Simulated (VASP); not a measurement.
# Mg3Cd2Se5 (R-3m) in VASP: notebook

The runs below take Mg3Cd2Se5 through single point, with PBE.

Program: VASP 6.6.1. These are calculated values, not measurements. Logs are shortened: lines on timing, memory, paths and dates and some standing lists are left out, and cuts for length are marked.

### Step 1. The cell of the first run

The structure is trigonal, space group R-3m (No. 166). The conventional cell has a = 3.963 Å, b = 3.963 Å, c = 48.564 Å, α = 90.00°, β = 90.00°, γ = 120.00°. Within 3.7 Å of Mg (site symmetry -3m) lie 6 Se at 2.78 Å. Within 3.6 Å of Mg (site symmetry 3m) lie 6 Se at 2.77 to 2.78 Å. Within 3.7 Å of Cd (site symmetry 3m) lie 6 Se at 2.84 to 2.85 Å. Within 3.7 Å of Se (site symmetry 3m) lie 6 Mg at 2.78 Å. Se (site symmetry 3m) has 3 Mg at 2.77 Å and 3 Cd at 2.85 Å within 3.6 Å. Se (site symmetry -3m) has 6 Cd at 2.84 Å within 3.7 Å.

### Step 2. Single point, PBE

Input file INCAR:

```
PREC = Accurate
ENCUT = 520
EDIFF = 1E-6
ISMEAR = 0
SIGMA = 0.1
LREAL = F
LASPH = T
NELM = 80
ALGO = Normal
ISIF = 2
LWAVE = F
LCHARG = T
GGA = PE
LELF = T
LVHAR = T
NBANDS = 41
```

Input file KPOINTS:

```
regular mesh
0
Gamma
  6 6 6
```

Input file POSCAR:

```
Mg3Cd2Se5
1.0
    1.9814969264      1.1440177855     16.1879137106
   -1.9814969264      1.1440177855     16.1879137106
    0.0000000000     -2.2880355661     16.1879137109
Mg Cd Se
3 2 5
Direct
    0.0000000000      0.0000000000      0.0000000000
    0.6016592585      0.6016592585      0.6016592585
    0.3983407415      0.3983407415      0.3983407415
    0.2012921066      0.2012921066      0.2012921066
    0.7987078934      0.7987078934      0.7987078934
    0.3008630002      0.3008630002      0.3008630002
    0.9029430110      0.9029430110      0.9029430110
    0.5000000000      0.5000000000      0.5000000000
    0.0970569890      0.0970569890      0.0970569890
    0.6991369998      0.6991369998      0.6991369998
```

Potentials or basis: VASP PAW PBE potentials, release 64 (Mg, Cd, Se).

On the command line:

```sh
cat potpaw_PBE.64/Mg/POTCAR potpaw_PBE.64/Cd/POTCAR potpaw_PBE.64/Se/POTCAR > POTCAR
mpirun -np 1 vasp_std > vasp.out
```

OUTCAR:

```text
PREC = Accurate
   ENCUT = 520
   EDIFF = 1E-6
   ISMEAR = 0
   LREAL = F
   LASPH = T
   NELM = 80
   ISIF = 2
   GGA = PE

 ion  position               nearest neighbor table
   1  0.000  0.000  0.000-  10 2.78   6 2.78  10 2.78  10 2.78   6 2.78   6 2.78
   2  0.602  0.602  0.602-   7 2.77   7 2.77   7 2.77   6 2.78   6 2.78   6 2.78
   3  0.398  0.398  0.398-   9 2.77   9 2.77   9 2.77  10 2.78  10 2.78  10 2.78
   4  0.201  0.201  0.201-   8 2.84   8 2.84   8 2.84   7 2.85   7 2.85   7 2.85
   5  0.799  0.799  0.799-   8 2.84   8 2.84   8 2.84   9 2.85   9 2.85   9 2.85
   6  0.301  0.301  0.301-   1 2.78   1 2.78   1 2.78   2 2.78   2 2.78   2 2.78
   7  0.903  0.903  0.903-   2 2.77   2 2.77   2 2.77   4 2.85   4 2.85   4 2.85
   8  0.500  0.500  0.500-   4 2.84   5 2.84   4 2.84   4 2.84   5 2.84   5 2.84
   9  0.097  0.097  0.097-   3 2.77   3 2.77   3 2.77   5 2.85   5 2.85   5 2.85
  10  0.699  0.699  0.699-   1 2.78   1 2.78   1 2.78   3 2.78   3 2.78   3 2.78

  LATTYP: Found a trigonal (rhomboedric) cell.
 ALAT       =    16.3488120995
 COS(alpha) =     0.9706205002

  Lattice vectors:

 A1 = (   1.9814969264,   1.1440177855,  16.1879137106)
 A2 = (  -1.9814969264,   1.1440177855,  16.1879137106)
 A3 = (   0.0000000000,  -2.2880355661,  16.1879137109)

Analysis of symmetry for initial positions (statically):
=====================================================================
 Subroutine PRICEL returns:
 Original cell was already a primitive cell.

 Routine SETGRP: Setting up the symmetry group for a
 trigonal (rhombohedral) supercell.

 Subroutine GETGRP returns: Found 12 space group operations
 (whereof 12 operations were pure point group operations)
 out of a pool of 12 trial point group operations.

The static configuration has the point symmetry D_3d.

Analysis of symmetry for dynamics (positions and initial velocities):
=====================================================================
 Subroutine PRICEL returns:
 Original cell was already a primitive cell.

 Routine SETGRP: Setting up the symmetry group for a
 trigonal (rhombohedral) supercell.

 Subroutine GETGRP returns: Found 12 space group operations
 (whereof 12 operations were pure point group operations)
 out of a pool of 12 trial point group operations.

The dynamic configuration has the point symmetry D_3d.

 Subroutine INISYM returns: Found 12 space group operations
 (whereof 12 operations are pure point group operations),
 and found     1 'primitive' translations

----------------------------------------------------------------------------------------

                                     Primitive cell

  volume of cell :     220.1752

  direct lattice vectors                    reciprocal lattice vectors
     1.981496926  1.144017785 16.187913711     0.252334482  0.145685381  0.020591494
    -1.981496926  1.144017785 16.187913711    -0.252334482  0.145685381  0.020591494
     0.000000000 -2.288035566 16.187913711     0.000000000 -0.291370762  0.020591494

  length of vectors
    16.348812099 16.348812099 16.348812099     0.292097468  0.292097468  0.292097468

  position of ions in fractional coordinates (direct lattice)
     0.000000000  0.000000000  0.000000000
     0.601659258  0.601659258  0.601659258
     0.398340742  0.398340742  0.398340742
     0.201292107  0.201292107  0.201292107
     0.798707893  0.798707893  0.798707893
     0.300863000  0.300863000  0.300863000
     0.902943011  0.902943011  0.902943011
     0.500000000  0.500000000  0.500000000
     0.097056989  0.097056989  0.097056989
     0.699137000  0.699137000  0.699137000

  ion indices of the primitive-cell ions
   primitive index   ion index
                 1           1
                 2           2
                 3           3
                 4           4
                 5           5
                 6           6
                 7           7
                 8           8
                 9           9
                10          10

----------------------------------------------------------------------------------------

 KPOINTS: regular mesh

Automatic generation of k-mesh.
 Grid dimensions read from file:
 generate k-points for:    6    6    6

 Generating k-lattice:

  Cartesian coordinates                     Fractional coordinates (reciprocal lattice)
     0.042055747  0.024280897  0.003431916     0.166666667  0.000000000  0.000000000
    -0.042055747  0.024280897  0.003431916     0.000000000  0.166666667  0.000000000
     0.000000000 -0.048561794  0.003431916     0.000000000  0.000000000  0.166666667

  Length of vectors
     0.048682911  0.048682911  0.048682911

  Shift w.r.t. Gamma in fractional coordinates (k-lattice)
     0.000000000  0.000000000  0.000000000

 Subroutine IBZKPT returns following result:
 ===========================================

 Found     32 irreducible k-points:

 Following reciprocal coordinates:
            Coordinates               Weight
  0.000000  0.000000  0.000000      1.000000
  0.166667 -0.000000  0.000000      6.000000
  0.333333  0.000000 -0.000000      6.000000
  0.500000  0.000000 -0.000000      3.000000
  0.166667  0.166667  0.000000      6.000000
  0.333333  0.166667 -0.000000     12.000000
[... 16 lines left out ...]
  0.500000  0.500000  0.166667      6.000000
 -0.333333  0.500000  0.166667     12.000000
 [... further k-points ...]
   k-points           NKPTS =     32   k-points in BZ     NKDIM =     32   number of bands    NBANDS=     41
   number of dos      NEDOS =    301   number of ions     NIONS =     10
   total plane-waves  NPLWV = ******
   dimension x,y,z NGX =   126 NGY =  126 NGZ =  126
   dimension x,y,z NGXF=   252 NGYF=  252 NGZF=  252
   ions per type =               3   2   5
   NGX,Y,Z   is equivalent  to a cutoff of  12.81, 12.81, 12.81 a.u.
   NGXF,Y,Z  is equivalent  to a cutoff of  25.63, 25.63, 25.63 a.u.
 SYSTEM =  unknown system
   PREC   = accura    normal or accurate (medium, high low for compatibility)
   ISTART =      0    job   : 0-new  1-cont  2-samecut
   ICHARG =      2    charge: 1-file 2-atom 10-const
   ISPIN  =      1    spin polarized calculation?
   LNONCOLLINEAR =      F non collinear calculations
   LSORBIT =      F    spin-orbit coupling
   LASPH  =      T    aspherical Exc in radial PAW
   ENCUT  =  520.0 eV  38.22 Ry    6.18 a.u.  30.40 30.40 30.40*2*pi/ulx,y,z
   NELM   =     80;   NELMIN=  2; NELMDL= -5     # of ELM steps
   EDIFF  = 0.1E-05   stopping-criterion for ELM
   LREAL  =      F    real-space projection
   EDIFFG = 0.1E-04   stopping-criterion for IOM
   NSW    =      0    number of steps for IOM
   IBRION =     -1    ionic relax: 0-MD 1-quasi-New 2-CG
   NFREE  =      0    steps in history (QN), initial steepest desc. (CG)
   ISIF   =      2    stress and relaxation
   ISYM   =      2    0-nonsym 1-usesym 2-fastsym
   POTIM  = 0.5000    time-step for ionic-motion
   TEBEG  =    0.0;   TEEND  =   0.0 temperature during run
   PSTRESS=    0.0 pullay stress
   NELECT =      60.0000    total number of electrons
   NUPDOWN=      -1.0000    fix difference up-down
   EMIN   =  10.00;   EMAX   =-10.00  energy-range for DOS
   EFERMI =   0.00;   METHOD = LEGACY
   ISMEAR =     0;   SIGMA  =   0.10  broadening in eV -4-tet -1-fermi 0-gaus
   EFERMI_NEDOS =   21; number of points for ismear=-14 and -15
   IALGO  =     38    algorithm
   IMIX   =      4    mixing-type and parameters
     AMIX     =   0.40;   BMIX     =  1.00
     AMIX_MAG =   1.60;   BMIX_MAG =  1.00
  volume/ion in A,a.u.               =      22.02       148.58
  Fermi-wavevector in a.u.,A,eV,Ry     =   1.061376  2.005709 15.327213  1.126518
  Thomas-Fermi vector in A             =   2.196790
   LORBIT       =      0    0 simple, 1 ext, 2 COOP (PROOUT), +10 PAW based schemes
   GGA     = PE    functional components
   LHFCALC =     F    Hartree Fock is set to
   AEXX    =    0.0000 exact exchange contribution
   IVDW    =     0    specifies the selected vdW correction
   LEPSILON=     F    determine dielectric tensor
   LRPA    =     F    only Hartree local field effects (RPA)
 non-spin polarized calculation
 Gauss-broadening in eV      SIGMA  =   0.10
  energy-cutoff  :      520.00
  volume of cell :      220.18
 maximum number of plane-waves:      5995
 NGX is ok and might be reduce to   126

 number of electron      59.9999996 magnetization

 Free energy of the ion-electron system (eV)
  ---------------------------------------------------
  ext. energy  EPLUGINS =         0.00000000
  ---------------------------------------------------
  free energy    TOTEN  =       -32.74937819 eV

  energy without entropy =      -32.74935924  energy(sigma->0) =      -32.74936871

 E-fermi :   3.0190     XC(G=0):  -9.6409

 val. band max:        2.7810001982   @ k =   0.0000   0.0000   0.0000
 cond. band min:       3.2339100996   @ k =   0.5000   0.5000  -0.0000
 fundamental gap:      0.4529099014
 Fermi energy:         3.0189715539

 k-point     1 :       0.0000    0.0000    0.0000
  band No.  band energies     occupation
      1     -10.1403      2.00000
      2      -9.8472      2.00000
      3      -9.8387      2.00000
      4      -9.3105      2.00000
      5      -9.1931      2.00000
      6      -5.2908      2.00000
[... 33 lines left out ...]
     40       9.0316      0.00000
     41       9.5676      0.00000

 k-point     2 :       0.1667   -0.0000    0.0000
  band No.  band energies     occupation
      1      -9.9540      2.00000
      2      -9.7156      2.00000
      3      -9.6697      2.00000
      4      -9.2557      2.00000
      5      -9.0967      2.00000
      6      -5.2623      2.00000
[... 957 lines left out ...]
     40       8.9438      0.00000
     41       9.2146      0.00000

 k-point    24 :      -0.3333    0.5000    0.1667
  band No.  band energies     occupation
      1      -9.2984      2.00000
      2      -9.1849      2.00000
      3      -9.1422      2.00000
      4      -9.0064      2.00000
      5      -8.8641      2.00000
      6      -5.2379      2.00000
[... 33 lines left out ...]
     40       8.8860      0.00000
     41       9.1224      0.00000

 [... further k-points ...]

------------------------ aborting loop because EDIFF is reached ----------------------------------------

  FORCE on cell =-STRESS in cart. coord.  units (eV):
  Direction    XX          YY          ZZ          XY          YZ          ZX
  --------------------------------------------------------------------------------------
  -------------------------------------------------------------------------------------
  Total        0.1355109      0.1355109      0.1559512     -0.0000000      0.0000000      0.0000000
  in kB        0.9860900      0.9860900      1.1348305     -0.0000000      0.0000000      0.0000000
  external PRESSURE =       1.0356702 kB  Pullay stress =       0.0000000 kB

 VOLUME and BASIS-vectors are now :
 -----------------------------------------------------------------------------
  energy-cutoff  :      520.00
  volume of cell :      220.18
      direct lattice vectors                 reciprocal lattice vectors
     1.981496926  1.144017785 16.187913711     0.252334482  0.145685381  0.020591494
    -1.981496926  1.144017785 16.187913711    -0.252334482  0.145685381  0.020591494
     0.000000000 -2.288035566 16.187913711     0.000000000 -0.291370762  0.020591494

 POSITION                                       TOTAL-FORCE (eV/Angst)
 -----------------------------------------------------------------------------------
      0.00000      0.00000      0.00000        -0.000000      0.000000      0.000000
      0.00000      0.00000     29.21882        -0.000000      0.000000      0.019564
      0.00000      0.00000     19.34492        -0.000000     -0.000000     -0.019564
      0.00000      0.00000      9.77550        -0.000000      0.000000      0.007010
      0.00000      0.00000     38.78824        -0.000000     -0.000000     -0.007010
      0.00000      0.00000     14.61103        -0.000000      0.000000      0.003344
      0.00000      0.00000     43.85029        -0.000000      0.000000      0.062189
      0.00000      0.00000     24.28187         0.000000      0.000000      0.000000
      0.00000      0.00000      4.71345        -0.000000     -0.000000     -0.062189
      0.00000      0.00000     33.95271        -0.000000     -0.000000     -0.003344
 -----------------------------------------------------------------------------------
    total drift:                                0.000000     -0.000000      0.000000

  FREE ENERGIE OF THE ION-ELECTRON SYSTEM (eV)
  ---------------------------------------------------
  free  energy   TOTEN  =       -32.7493781926 eV

  energy  without entropy=      -32.7493592356  energy(sigma->0) =      -32.74936871
```

Wall time 74 min (1 thread of Intel Xeon Platinum 8559C (Emerald Rapids), shared host); peak memory 3.1 GiB.

Results:

```yaml
Free_energy: -32.7494 eV
Pressure: 0.1 GPa
Largest_force: 0.062 eV/Å
Band_gap_on_the_k_mesh: 0.45 eV (least direct gap 0.82 eV)
```

Forces in eV/Å, atoms in the order of the input:
```
Mg   0.000  0.000  0.000
Mg   0.000  0.000  0.020
Mg   0.000  0.000 -0.020
Cd   0.000  0.000  0.007
Cd   0.000  0.000 -0.007
Se   0.000  0.000  0.003
Se   0.000  0.000  0.062
Se   0.000  0.000  0.000
Se   0.000  0.000 -0.062
Se   0.000  0.000 -0.003
```

A k mesh can miss the band edges.

### Step 3. Single point, PBE

This run uses another cell than the first one, of the same volume but with other edges.

Input file INCAR:

```
SYSTEM = Mg3Cd2Se5
  PREC = Accurate
  ENCUT = 520
  EDIFF = 1E-6
  ISMEAR = 0
  SIGMA = 0.1
  LREAL = .False.
  LASPH = .True.
  NELM = 80
  ALGO = Normal
  ISIF = 2
  LWAVE = .False.
  LCHARG = .True.
  GGA = PE
  LELF = .True.
  LVHAR = .True.
  NBANDS = 41
```

Input file KPOINTS:

```
Automatic mesh
0
Gamma
  6 6 6
  0 0 0
```

Input file POSCAR:

```
Mg3Cd2Se5
1.0
   -1.9803309005      3.4300337355      0.0000000000
   -3.9606618010      0.0000000000      0.0000000000
   -1.9803309005      1.1433445785     16.2054923730
Mg Cd Se
3 2 5
Direct
    0.0000000000      0.0000000000      0.0000000000
    0.3981742548      0.3981742548      0.8054772357
    0.6018257452      0.6018257452      0.1945227643
    0.7986100863      0.7986100863      0.6041697411
    0.2013899137      0.2013899137      0.3958302589
    0.6990534068      0.6990534068      0.9028397796
    0.0968858768      0.0968858768      0.7093423696
    0.5000000000      0.5000000000      0.5000000000
    0.9031141232      0.9031141232      0.2906576304
    0.3009465932      0.3009465932      0.0971602204
```

Potentials or basis: VASP PAW PBE potentials, release 64 (Mg, Cd, Se).

On the command line:

```sh
cat potpaw_PBE.64/Mg/POTCAR potpaw_PBE.64/Cd/POTCAR potpaw_PBE.64/Se/POTCAR > POTCAR
mpirun -np 1 vasp_std > vasp.out
```

It took 3.9 min on 1 thread of Intel Xeon Platinum 8559C (Emerald Rapids), shared host; peak memory 0.5 GiB.

It converged, with:

```
Free energy            : -32.7503 eV
Pressure               : 0.1 GPa
Largest force          : 0.044 eV/Å
Band gap on the k mesh : 0.44 eV (least direct gap 0.82 eV)
```

Forces on the atoms (eV/Å):
```
Mg   0.000  0.000  0.000
Mg   0.000  0.000  0.000
Mg   0.000  0.000  0.000
Cd   0.000  0.000 -0.001
Cd   0.000  0.000  0.001
Se   0.000  0.000  0.001
Se   0.000  0.000  0.044
Se   0.000  0.000  0.000
Se   0.000  0.000 -0.044
Se   0.000  0.000 -0.001
```

Stress tensor (GPa, compression positive):
```
0.13 0.00 0.00
0.00 0.13 0.00
0.00 0.00 0.03
```

Levels at points of the mesh, in eV from the valence-band top:
```
           k point  band 27  band 28  band 29  band 30  band 31  band 32  band 33  band 34
(0.00, 0.00, 0.00)    -0.33    -0.33     0.00     0.00     1.18     3.16     3.18     3.44
(0.50, 0.00, 0.00)    -1.15    -1.11    -0.37    -0.32     0.67     1.65     3.20     3.30
(0.50, 0.50, 0.00)    -1.11    -0.86    -0.72    -0.38     0.44     2.26     2.33     3.72
(0.00, 0.00, 0.50)    -0.27    -0.27    -0.01    -0.01     1.79     2.43     3.36     3.51
```

A k mesh can miss the band edges.
